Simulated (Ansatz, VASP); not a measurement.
# One calculation of PbS, two programs

```
Pb S
1.0
     0.00000    2.95189    2.95189
     2.95189    0.00000    2.95189
     2.95189    2.95189    0.00000
Pb S
1 1
Direct
  0.00000 0.00000 0.00000
  0.50000 0.50000 0.50000
```

Alike in both runs: task single point; functional PBEsol; k mesh 10 × 10 × 10; occupations gaussian, width 0.01 eV; no spin polarisation.

```csv
,VASP,Ansatz
version,VASP 6.6.1,Ansatz 0.2.0
potentials or method,"VASP PAW PBE potentials, release 64 (Pb_d, S), cutoff 520 eV","scalar-relativistic, plane waves, PAW"
valence electrons in the cell,20,20
```

|  | VASP | Ansatz | Ansatz less VASP |
| --- | --- | --- | --- |
| gap on the k mesh at the Fermi level (eV) | 0.20 | 0.20 | +0.002 |
| least direct gap on the mesh (eV) | 0.20 | 0.20 | +0.002 |

VASP's potentials were made for PBE, not for PBEsol, and Ansatz warns of the same on its side.

Neither program's run includes spin-orbit coupling.
